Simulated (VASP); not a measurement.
Write the native input for VASP 6.6.1 that does the following.

* Task: single point
* Functional: LDA
* Potentials or basis: VASP PAW LDA potentials, release 64 (Si, O)
* Cutoff: 520 eV
* k mesh: 6 × 6 × 8
* Occupations: gaussian, width 0.05 eV
* Spin: no spin polarisation
* Dipole correction: no
* Further INCAR settings: ALGO = Normal; EDIFF = 1e-07; NBANDS = 25

The structure of SiO2 lies in POSCAR:

```
SiO2
1.0
    4.2050000000      0.0000000000      0.0000000000
    0.0000000000      4.2050000000      0.0000000000
    0.0000000000      0.0000000000      2.7252000000
Si O
2 4
Direct
    0.5000000000      0.5000000000      0.5000000000
    0.0000000000      0.0000000000      0.0000000000
    0.6944252994      0.6944252994      0.0000000000
    0.1944252994      0.8055747006      0.5000000000
    0.3055747006      0.3055747006      0.0000000000
    0.8055747006      0.1944252994      0.5000000000
```

These files were run (other wordings do the same):

INCAR

```
SYSTEM = SiO2
PREC = Accurate
ENCUT = 520
EDIFF = 1E-7
ISMEAR = 0
SIGMA = 0.05
LREAL = .False.
LASPH = .True.
NELM = 80
ALGO = Normal
ISIF = 2
LWAVE = .False.
LCHARG = .False.
GGA = CA
NBANDS = 25
```

KPOINTS

```
Automatic mesh
0
Gamma
  6 6 8
  0 0 0
```

Potentials or basis: VASP PAW LDA potentials, release 64 (Si, O).

Launch:

```bash
$ cat potpaw_LDA.64/Si/POTCAR potpaw_LDA.64/O/POTCAR > POTCAR
$ mpirun -np 1 vasp_std > vasp.out
```

It gave:

```yaml
Pressure: -14.0 GPa
Largest_force: 0.181 eV/Å
Band_gap_on_the_k_mesh: 4.93 eV
```

Caveat: the cell stands under tension.

Wall time 58 s on 1 thread of Intel Xeon 8259CL (shared host), peak memory 0.16 GiB.
